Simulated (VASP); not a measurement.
Write the native input for VASP 6.6.1 that does the following.

- Task: single point
- Functional: PBE
- Potentials or basis: VASP PAW PBE potentials, release 64 (Sn_d, O)
- Cutoff: 520 eV
- k mesh: 10 × 10 × 8
- Occupations: gaussian, width 0.01 eV
- Spin: no spin polarisation
- Dipole correction: no
- Further INCAR settings: ALGO = Normal; EDIFF = 1e-06; NBANDS = 28

The structure of SnO lies in POSCAR:

```
SnO
1.0
    3.7135323115      0.0000000000      0.0000000000
    0.0000000000      3.7135323115      0.0000000000
    0.0000000000      0.0000000000      5.1878299578
Sn O
2 2
Direct
    0.0000000000      0.5000000000      0.2296566000
    0.5000000000      0.0000000000      0.7703434000
    0.5000000000      0.5000000000      0.0000000000
    0.0000000000      0.0000000000      0.0000000000
```

This cell differs from its parent crystal: biaxial strain in the a-b plane: -4.0 %.

These files were run (other wordings do the same):

INCAR

```
ALGO = Normal
EDIFF = 1E-6
ENCUT = 520
GGA = PE
ISIF = 2
ISMEAR = 0
LASPH = True
LCHARG = False
LREAL = False
LWAVE = False
NBANDS = 28
NELM = 100
PREC = Accurate
SIGMA = 0.01
```

KPOINTS

```
k-points
0
Gamma
  10 10 8
```

Potentials or basis: VASP PAW PBE potentials, release 64 (Sn_d, O).

Run with:

```console
$ cat potpaw_PBE.64/Sn_d/POTCAR potpaw_PBE.64/O/POTCAR > POTCAR
$ mpirun -np 1 vasp_std > vasp.out
```

It gave:

```json
{
 "Pressure": "6.4 GPa",
 "Largest force": "0.456 eV/Å",
 "Band gap on the k mesh": "0.12 eV (least direct gap 2.09 eV)"
}
```

Caveat: the cell differs from its parent crystal (biaxial strain in the a-b plane: -4.0 %); the stress differs along the axes, from 2 to 8 GPa; semilocal functionals underestimate gaps, and a narrow one can read as zero; spin-orbit coupling is left out, which moves the levels of the heavy elements.

It took 2.9 min on 1 thread of Intel(R) Xeon(R) Platinum 8559C (Emerald Rapids), with other jobs on the host, peak memory 0.29 GiB.
